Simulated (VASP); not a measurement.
# Sn (Im-3m) in VASP: a series of runs

Sn is run at these levels: LDA; tasks: single point.

Everything below comes from runs of VASP 6.6.1. Logs are shortened: lines on timing, memory, paths and dates and some standing lists are left out, and cuts for length are marked.

### Step 1. The cell of the first run

It takes space group Im-3m (No. 229, cubic). Conventional cell: a = 3.659 Å, b = 3.659 Å, c = 3.659 Å, α = 90.00°, β = 90.00°, γ = 90.00°. Sn (site symmetry m-3m) has 14 Sn at 3.17 to 3.66 Å within 4.2 Å.

### Step 2. Single point, LDA

File INCAR:

```
ALGO     = Normal         # electronic algorithm
EDIFF    = 1E-6           # SCF threshold, eV
ENCUT    = 500            # plane-wave cutoff, eV
GGA      = CA             # functional
GGA_COMPAT= F            
ISIF     = 2              # what is computed and relaxed
ISMEAR   = 1              # smearing method
LASPH    = T              # aspherical terms in the spheres
LCHARG   = F              # write CHGCAR
LREAL    = F              # projectors in reciprocal space
LWAVE    = F              # write WAVECAR
NBANDS   = 13             # bands
NELM     = 120            # most SCF steps
PREC     = Accurate       # precision mode
SIGMA    = 0.15           # smearing width, eV
```

File KPOINTS:

```
k-points
0
Gamma
  12 12 12
```

File POSCAR:

```
Sn
1.0
   -1.8292663935      1.8292663935      1.8292663935
    1.8292663935     -1.8292663935      1.8292663935
    1.8292663935      1.8292663935     -1.8292663935
Sn
1
Direct
    0.0000000000      0.0000000000      0.0000000000
```

Potentials or basis: VASP PAW LDA potentials, release 64 (Sn_d).

Started as:

```sh
cat potpaw_LDA.64/Sn_d/POTCAR > POTCAR
mpirun -np 1 vasp_std > vasp.out
```

OUTCAR:

```text
EDIFF = 1E-6
   ENCUT = 500
   GGA = CA
   ISIF = 2
   ISMEAR = 1
   LASPH = T
   LREAL = F
   NELM = 120
   PREC = Accurate

 ion  position               nearest neighbor table
   1  0.000  0.000  0.000-

  LATTYP: Found a body centered cubic cell.
 ALAT       =     3.6585327870

  Lattice vectors:

 A1 = (  -1.8292663935,   1.8292663935,   1.8292663935)
 A2 = (   1.8292663935,  -1.8292663935,   1.8292663935)
 A3 = (   1.8292663935,   1.8292663935,  -1.8292663935)

Analysis of symmetry for initial positions (statically):
=====================================================================
 Subroutine PRICEL returns:
 Original cell was already a primitive cell.

 Routine SETGRP: Setting up the symmetry group for a
 body centered cubic supercell.

 Subroutine GETGRP returns: Found 48 space group operations
 (whereof 48 operations were pure point group operations)
 out of a pool of 48 trial point group operations.

The static configuration has the point symmetry O_h .

Analysis of symmetry for dynamics (positions and initial velocities):
=====================================================================
 Subroutine PRICEL returns:
 Original cell was already a primitive cell.

 Routine SETGRP: Setting up the symmetry group for a
 body centered cubic supercell.

 Subroutine GETGRP returns: Found 48 space group operations
 (whereof 48 operations were pure point group operations)
 out of a pool of 48 trial point group operations.

The dynamic configuration has the point symmetry O_h .

 Subroutine INISYM returns: Found 48 space group operations
 (whereof 48 operations are pure point group operations),
 and found     1 'primitive' translations

----------------------------------------------------------------------------------------

                                     Primitive cell

  volume of cell :      24.4845

  direct lattice vectors                    reciprocal lattice vectors
    -1.829266393  1.829266393  1.829266393     0.000000000  0.273333617  0.273333617
     1.829266393 -1.829266393  1.829266393     0.273333617  0.000000000  0.273333617
     1.829266393  1.829266393 -1.829266393     0.273333617  0.273333617  0.000000000

  length of vectors
     3.168382334  3.168382334  3.168382334     0.386552108  0.386552108  0.386552108

  position of ions in fractional coordinates (direct lattice)
     0.000000000  0.000000000  0.000000000

  ion indices of the primitive-cell ions
   primitive index   ion index
                 1           1

----------------------------------------------------------------------------------------

 KPOINTS: k-points

Automatic generation of k-mesh.
 Grid dimensions read from file:
 generate k-points for:   12   12   12

 Generating k-lattice:

  Cartesian coordinates                     Fractional coordinates (reciprocal lattice)
     0.000000000  0.022777801  0.022777801     0.083333333  0.000000000  0.000000000
     0.022777801  0.000000000  0.022777801     0.000000000  0.083333333  0.000000000
     0.022777801  0.022777801  0.000000000     0.000000000  0.000000000  0.083333333

  Length of vectors
     0.032212676  0.032212676  0.032212676

  Shift w.r.t. Gamma in fractional coordinates (k-lattice)
     0.000000000  0.000000000  0.000000000

 Subroutine IBZKPT returns following result:
 ===========================================

 Found     72 irreducible k-points:

 Following reciprocal coordinates:
            Coordinates               Weight
  0.000000  0.000000  0.000000      1.000000
  0.083333  0.000000  0.000000     12.000000
  0.166667  0.000000  0.000000     12.000000
  0.250000  0.000000  0.000000     12.000000
  0.333333  0.000000  0.000000     12.000000
  0.416667  0.000000  0.000000     12.000000
[... 16 lines left out ...]
  0.333333  0.083333  0.083333     24.000000
  0.416667  0.083333  0.083333     12.000000
 [... further k-points ...]
   k-points           NKPTS =     72   k-points in BZ     NKDIM =     72   number of bands    NBANDS=     13
   number of dos      NEDOS =    301   number of ions     NIONS =      1
   total plane-waves  NPLWV =  13824
   dimension x,y,z NGX =    24 NGY =   24 NGZ =   24
   dimension x,y,z NGXF=    48 NGYF=   48 NGZF=   48
   ions per type =               1
   NGX,Y,Z   is equivalent  to a cutoff of  12.59, 12.59, 12.59 a.u.
   NGXF,Y,Z  is equivalent  to a cutoff of  25.19, 25.19, 25.19 a.u.
 SYSTEM =  unknown system
   PREC   = accura    normal or accurate (medium, high low for compatibility)
   ISTART =      0    job   : 0-new  1-cont  2-samecut
   ICHARG =      2    charge: 1-file 2-atom 10-const
   ISPIN  =      1    spin polarized calculation?
   LNONCOLLINEAR =      F non collinear calculations
   LSORBIT =      F    spin-orbit coupling
   LASPH  =      T    aspherical Exc in radial PAW
   ENCUT  =  500.0 eV  36.75 Ry    6.06 a.u.   5.78  5.78  5.78*2*pi/ulx,y,z
   NELM   =    120;   NELMIN=  2; NELMDL= -5     # of ELM steps
   EDIFF  = 0.1E-05   stopping-criterion for ELM
   LREAL  =      F    real-space projection
[... 7 lines left out ...]
   TEBEG  =    0.0;   TEEND  =   0.0 temperature during run
   PSTRESS=    0.0 pullay stress
   NELECT =      14.0000    total number of electrons
   NUPDOWN=      -1.0000    fix difference up-down
   EMIN   =  10.00;   EMAX   =-10.00  energy-range for DOS
   EFERMI =   0.00;   METHOD = LEGACY
   ISMEAR =     1;   SIGMA  =   0.15  broadening in eV -4-tet -1-fermi 0-gaus
   EFERMI_NEDOS =   21; number of points for ismear=-14 and -15
   IALGO  =     38    algorithm
   IMIX   =      4    mixing-type and parameters
     AMIX     =   0.40;   BMIX     =  1.00
     AMIX_MAG =   1.60;   BMIX_MAG =  1.00
  volume/ion in A,a.u.               =      24.48       165.23
  Fermi-wavevector in a.u.,A,eV,Ry     =   1.358795  2.567750 25.120755  1.846323
  Thomas-Fermi vector in A             =   2.485598
   LORBIT       =      0    0 simple, 1 ext, 2 COOP (PROOUT), +10 PAW based schemes
   GGA     = CA    functional components
   LHFCALC =     F    Hartree Fock is set to
   AEXX    =    0.0000 exact exchange contribution
   IVDW    =     0    specifies the selected vdW correction
   LEPSILON=     F    determine dielectric tensor
   LRPA    =     F    only Hartree local field effects (RPA)
 non-spin polarized calculation
 Methfessel and Paxton  Order N= 1 SIGMA  =   0.15
  energy-cutoff  :      500.00
  volume of cell :       24.48
 maximum number of plane-waves:       638
   NGX = 11   NGY = 11   NGZ = 11

 number of electron      14.0000010 magnetization

 Free energy of the ion-electron system (eV)
  ---------------------------------------------------
  ext. energy  EPLUGINS =         0.00000000
  ---------------------------------------------------
  free energy    TOTEN  =        -4.43907518 eV

  energy without entropy =       -4.43961626  energy(sigma->0) =       -4.43925554

 E-fermi :   9.2459     XC(G=0): -11.1066

 val. band max:        9.0519466417   @ k =   0.2500   0.1667   0.1667
 cond. band min:       9.2711440736   @ k =   0.2500   0.2500   0.1667
 fundamental gap:      0.2191974320
 Fermi energy:         9.2458840136

 k-point     1 :       0.0000    0.0000    0.0000
  band No.  band energies     occupation
      1     -12.3953      2.00000
      2     -12.3953      2.00000
      3     -12.3953      2.00000
      4     -12.2026      2.00000
      5     -12.2026      2.00000
      6      -2.7554      2.00000
      7      17.9874      0.00000
      8      17.9874      0.00000
      9      17.9874      0.00000
     10      21.5596      0.00000
     11      21.5596      0.00000
     12      21.5596      0.00000
     13      22.7561      0.00000

 k-point     2 :       0.0833    0.0000    0.0000
  band No.  band energies     occupation
      1     -12.3997      2.00000
      2     -12.3893      2.00000
      3     -12.3752      2.00000
      4     -12.2076      2.00000
      5     -12.2031      2.00000
      6      -2.5903      2.00000
      7      16.5700      0.00000
      8      17.3130      0.00000
      9      17.7274      0.00000
     10      20.3699      0.00000
     11      20.7069      0.00000
     12      21.3257      0.00000
     13      23.4055      0.00000

 k-point     3 :       0.1667    0.0000    0.0000
  band No.  band energies     occupation
      1     -12.4119      2.00000
      2     -12.3756      2.00000
      3     -12.3199      2.00000
      4     -12.2193      2.00000
      5     -12.2045      2.00000
      6      -2.0935      2.00000
      7      13.7705      0.00000
      8      16.0383      0.00000
      9      17.0318      0.00000
     10      19.3920      0.00000
     11      19.6937      0.00000
     12      21.4179      0.00000
     13      23.8603      0.00000
[... 305 lines left out ...]
 k-point    23 :       0.3333    0.0833    0.0833
  band No.  band energies     occupation
      1     -12.4407      2.00000
      2     -12.3638      2.00000
      3     -12.2170      2.00000
      4     -12.2089      2.00000
      5     -12.1326      2.00000
      6       1.6604      2.00000
      7       6.0260      2.00000
      8      11.3529     -0.00000
      9      12.7961      0.00000
     10      20.4315      0.00000
     11      20.7354      0.00000
     12      24.7752      0.00000
     13      25.7542      0.00000

 k-point    24 :       0.4167    0.0833    0.0833
  band No.  band energies     occupation
      1     -12.4442      2.00000
      2     -12.3633      2.00000
      3     -12.2123      2.00000
      4     -12.2088      2.00000
      5     -12.1204      2.00000
      6       2.8103      2.00000
      7       4.5765      2.00000
      8      11.1480     -0.00000
      9      12.6465      0.00000
     10      20.3299      0.00000
     11      20.6229      0.00000
     12      25.5294      0.00000
     13      26.0663      0.00000

 [... further k-points ...]
[... 5 lines left out ...]
  --------------------------------------------------------------------------------------
  -------------------------------------------------------------------------------------
  Total        0.3364032      0.3364032      0.3364032      0.0000000      0.0000000      0.0000000
  in kB       22.0130340     22.0130340     22.0130340      0.0000000      0.0000000      0.0000000
  external PRESSURE =      22.0130340 kB  Pullay stress =       0.0000000 kB

 VOLUME and BASIS-vectors are now :
 -----------------------------------------------------------------------------
  energy-cutoff  :      500.00
  volume of cell :       24.48
      direct lattice vectors                 reciprocal lattice vectors
    -1.829266393  1.829266393  1.829266393     0.000000000  0.273333617  0.273333617
     1.829266393 -1.829266393  1.829266393     0.273333617  0.000000000  0.273333617
     1.829266393  1.829266393 -1.829266393     0.273333617  0.273333617  0.000000000

 POSITION                                       TOTAL-FORCE (eV/Angst)
 -----------------------------------------------------------------------------------
      0.00000      0.00000      0.00000        -0.000000      0.000000      0.000000
 -----------------------------------------------------------------------------------
    total drift:                               -0.000000      0.000000      0.000000

  FREE ENERGIE OF THE ION-ELECTRON SYSTEM (eV)
  ---------------------------------------------------
  free  energy   TOTEN  =        -4.4390751770 eV

  energy  without entropy=       -4.4396162644  energy(sigma->0) =       -4.43925554
```

Wall time 8.8 s (1 thread of Intel Xeon Platinum 8375C at 2.90GHz (Ice Lake), shared host); peak memory 0.13 GiB.

Results:

| Item | Value |
| --- | --- |
| Free energy | -4.4391 eV |
| Pressure | 2.2 GPa |
| Band gap on the k mesh | zero (band 7 reaches 17.99 eV, above the bottom of band 8 at 6.36 eV) |

Levels at points of the mesh, in eV from the Fermi level:
```tsv
k point	band 4	band 5	band 6	band 7	band 8	band 9	band 10	band 11
(0.00, 0.00, 0.00)	-21.45	-21.45	-12.00	8.74	8.74	8.74	12.31	12.31
(0.50, 0.00, 0.00)	-21.46	-21.33	-6.69	-5.05	3.80	5.67	8.56	8.64
(0.50, 0.50, 0.50)	-21.36	-21.36	-2.07	-0.72	-0.72	-0.72	3.84	3.84
```

Caveat: spin-orbit coupling is left out, which moves the levels of the heavy elements.

### Step 3. Single point, LDA

This run uses another cell than the first one, of 25.16 Å³/atom, 1.028 times its volume.

INCAR is that of step 2.

KPOINTS is that of step 2.

File POSCAR:

```
Sn
1.0
   -1.8460495915      1.8460495915      1.8460495915
    1.8460495915     -1.8460495915      1.8460495915
    1.8460495915      1.8460495915     -1.8460495915
Sn
1
Direct
    0.0000000000      0.0000000000      0.0000000000
```

Potentials or basis: VASP PAW LDA potentials, release 64 (Sn_d).

Started as:

```sh
cat potpaw_LDA.64/Sn_d/POTCAR > POTCAR
mpirun -np 1 vasp_std > vasp.out
```

OUTCAR:

```text
EDIFF = 1E-6
   ENCUT = 500
   GGA = CA
   ISIF = 2
   ISMEAR = 1
   LASPH = T
   LREAL = F
   NELM = 120
   PREC = Accurate

 ion  position               nearest neighbor table
   1  0.000  0.000  0.000-

  LATTYP: Found a body centered cubic cell.
 ALAT       =     3.6920991830

  Lattice vectors:

 A1 = (  -1.8460495915,   1.8460495915,   1.8460495915)
 A2 = (   1.8460495915,  -1.8460495915,   1.8460495915)
 A3 = (   1.8460495915,   1.8460495915,  -1.8460495915)

Analysis of symmetry for initial positions (statically):
[... 552 lines left out ...]
      5     -12.4781      2.00000
      6       2.4715      2.00000
      7       4.3548      2.00000
      8      10.7352     -0.00000
      9      12.2437      0.00000
     10      19.7419      0.00000
     11      20.1004      0.00000
     12      24.8865      0.00000
     13      25.5416      0.00000

 [... further k-points ...]
[... 5 lines left out ...]
  --------------------------------------------------------------------------------------
  -------------------------------------------------------------------------------------
  Total        0.0670404      0.0670404      0.0670404     -0.0000000      0.0000000      0.0000000
  in kB        4.2683218      4.2683218      4.2683218     -0.0000000      0.0000000      0.0000000
  external PRESSURE =       4.2683218 kB  Pullay stress =       0.0000000 kB

 VOLUME and BASIS-vectors are now :
 -----------------------------------------------------------------------------
  energy-cutoff  :      500.00
  volume of cell :       25.16
      direct lattice vectors                 reciprocal lattice vectors
    -1.846049591  1.846049591  1.846049591     0.000000000  0.270848628  0.270848628
     1.846049591 -1.846049591  1.846049591     0.270848628  0.000000000  0.270848628
     1.846049591  1.846049591 -1.846049591     0.270848628  0.270848628  0.000000000

 POSITION                                       TOTAL-FORCE (eV/Angst)
 -----------------------------------------------------------------------------------
      0.00000      0.00000      0.00000        -0.000000      0.000000     -0.000000
 -----------------------------------------------------------------------------------
    total drift:                                0.000000      0.000000     -0.000000

  FREE ENERGIE OF THE ION-ELECTRON SYSTEM (eV)
  ---------------------------------------------------
  free  energy   TOTEN  =        -4.4449658300 eV

  energy  without entropy=       -4.4458584780  energy(sigma->0) =       -4.44526338
```

OSZICAR:

```text
N       E                     dE             d eps       ncg     rms          rms(c)
DAV:   1     0.820048927622E+02    0.82005E+02   -0.69793E+03  1936   0.161E+03
DAV:   2     0.134955909158E+01   -0.80655E+02   -0.77831E+02  1997   0.348E+02
DAV:   3    -0.434683515749E+01   -0.56964E+01   -0.56768E+01  2248   0.742E+01
DAV:   4    -0.446178999857E+01   -0.11495E+00   -0.11494E+00  2255   0.112E+01
DAV:   5    -0.446564786979E+01   -0.38579E-02   -0.38578E-02  2330   0.205E+00    0.157E+00
DAV:   6    -0.445079371063E+01    0.14854E-01   -0.12497E-02  2382   0.199E+00    0.855E-01
DAV:   7    -0.444528170293E+01    0.55120E-02   -0.74210E-03  2320   0.142E+00    0.110E-01
DAV:   8    -0.444496494922E+01    0.31675E-03   -0.66237E-04  2327   0.456E-01    0.215E-02
DAV:   9    -0.444496595239E+01   -0.10032E-05   -0.11944E-05  2448   0.414E-02    0.132E-02
DAV:  10    -0.444496583001E+01    0.12239E-06   -0.73606E-07  1526   0.969E-03
   1 F= -.44449658E+01 E0= -.44452634E+01  d E =0.892648E-03
```

Wall time 7.6 s (1 thread of Intel Xeon Platinum 8375C at 2.90GHz (Ice Lake), shared host); peak memory 0.14 GiB.

Results:

```
Free energy            : -4.4450 eV
Pressure               : 0.4 GPa
Band gap on the k mesh : zero (band 7 reaches 17.35 eV, above the bottom of band 8 at 6.09 eV)
```

Levels at points of the mesh, in eV from the Fermi level:
| k point | band 5 | band 6 | band 7 | band 8 | band 9 | band 10 |
| --- | --- | --- | --- | --- | --- | --- |
| (0.00, 0.00, 0.00) | -21.42 | -11.76 | 8.49 | 8.49 | 8.49 | 12.28 |
| (0.50, 0.00, 0.00) | -21.31 | -6.64 | -4.88 | 3.72 | 5.60 | 8.41 |
| (0.50, 0.50, 0.50) | -21.34 | -2.23 | -0.66 | -0.66 | -0.66 | 3.86 |

Caveat: spin-orbit coupling is left out, which moves the levels of the heavy elements.
